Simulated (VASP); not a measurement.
Input of a VASP 6.6.1 run:

INCAR

```
SYSTEM = TiAl3H
PREC = Accurate
ENCUT = 520
EDIFF = 1E-7
ISMEAR = 0
SIGMA = 0.1
LREAL = .False.
LASPH = .True.
NELM = 80
ALGO = Normal
ISIF = 2
LWAVE = .False.
LCHARG = .True.
LDIPOL = .True.
IDIPOL = 3
DIPOL = 0.5 0.5 0.305
LELF = .True.
LVHAR = .True.
LVACPOTAV = .True.
NBANDS = 33
```

Contents of KPOINTS:

```
regular mesh
0
Gamma
  6 6 1
  0 0 0
```

POSCAR

```
TiAl3H
1.0
    5.0133158832      0.0000000000      0.0000000000
    2.1650041019      4.5217356605      0.0000000000
    0.0000000000      0.0000000000     22.0677223531
Al Ti H
6 2 2
Direct
    0.5000000000      0.0000000000      0.1812602105
    0.0000000000      0.5000000000      0.1812602105
    0.0000000000      0.0000000000      0.2418017965
    0.0000000000      0.5000000000      0.3061179612
    0.5000000000      0.0000000000      0.3061179612
    0.5000000000      0.5000000000      0.3655892631
    0.5000000000      0.5000000000      0.2418017965
    0.0000000000      0.0000000000      0.3624433202
    0.0000000000     -0.1844088866      0.4294834873
    0.0000000000      0.1844088866      0.4294834873
```

Potentials or basis: VASP PAW LDA potentials, release 64 (Al, Ti_sv, H).

Command:

```console
$ cat potpaw_LDA.64/Al/POTCAR potpaw_LDA.64/Ti_sv/POTCAR potpaw_LDA.64/H/POTCAR > POTCAR
$ mpirun -np 1 vasp_std > vasp.out
```

Q: Estimate the largest force.

A: 0.756 eV/Å.

Q: What does it give for the band gap on the k mesh?

A: Zero (bands 22 and 23 overlap by 0.64 eV).

Forces on the atoms (eV/Å):
```
Al   0.000  0.000  0.580
Al   0.000  0.000  0.543
Al   0.000  0.000 -0.717
Al   0.000  0.000 -0.269
Al   0.000  0.000 -0.144
Al   0.000  0.000  0.756
Ti   0.000  0.000 -0.321
Ti   0.000  0.000 -0.230
H    0.575 -0.421 -0.099
H   -0.575  0.421 -0.099
```
